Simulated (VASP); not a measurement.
Here is a VASP 6.6.1 calculation.

INCAR

```
  PREC = Accurate
  ENCUT = 500
  EDIFF = 1E-8
  ISMEAR = 0
  SIGMA = 0.1
  LREAL = F
  LASPH = T
  NELM = 200
  ALGO = Normal
  ISIF = 2
  LWAVE = F
  LCHARG = F
  GGA = PE
  IBRION = 8
  NSW = 1
  GGA_COMPAT = F
  LMAXMIX = 6
```

Contents of KPOINTS:

```
Automatic mesh
0
Gamma
  6 6 6
```

POSCAR

```
PrHRh3
1.0
    2.9532553122      1.7050627495      2.4150814333
   -2.9532553122      1.7050627495      2.4150814333
    0.0000000000     -3.4101254989      2.4150814333
Pr H Rh
1 1 3
Direct
    0.9948396817      0.9948396817      0.9948396817
    0.5696667534      0.5696667534      0.5696667534
    0.4931345394      0.0028903061      0.4931345394
    0.4931345394      0.4931345394      0.0028903061
    0.0028903061      0.4931345394      0.4931345394
```

Potentials or basis: VASP PAW PBE potentials, release 64 (Pr_3, H, Rh_pv), 4f in core.

Command:

```sh
$ cat potpaw_PBE.64/Pr_3/POTCAR potpaw_PBE.64/H/POTCAR potpaw_PBE.64/Rh_pv/POTCAR > POTCAR
$ mpirun -np 1 vasp_std > vasp.out
```

Problem. Predict the highest phonon frequency at Γ.

Solution. 718 cm⁻¹.

Phonon frequencies in cm⁻¹ (negative: imaginary):
```
              q point                                            frequencies
(0.000, 0.000, 0.000)  -1 0 0 83 103 103 144 153 153 167 172 172 422 718 718
```

Caveat: spin-orbit coupling is left out, which moves the levels of the heavy elements; the 4f electrons are frozen in the core, so they carry no moment and show no levels. Spin polarisation is off, so any magnetic state and its effect on volume and gap are missing.
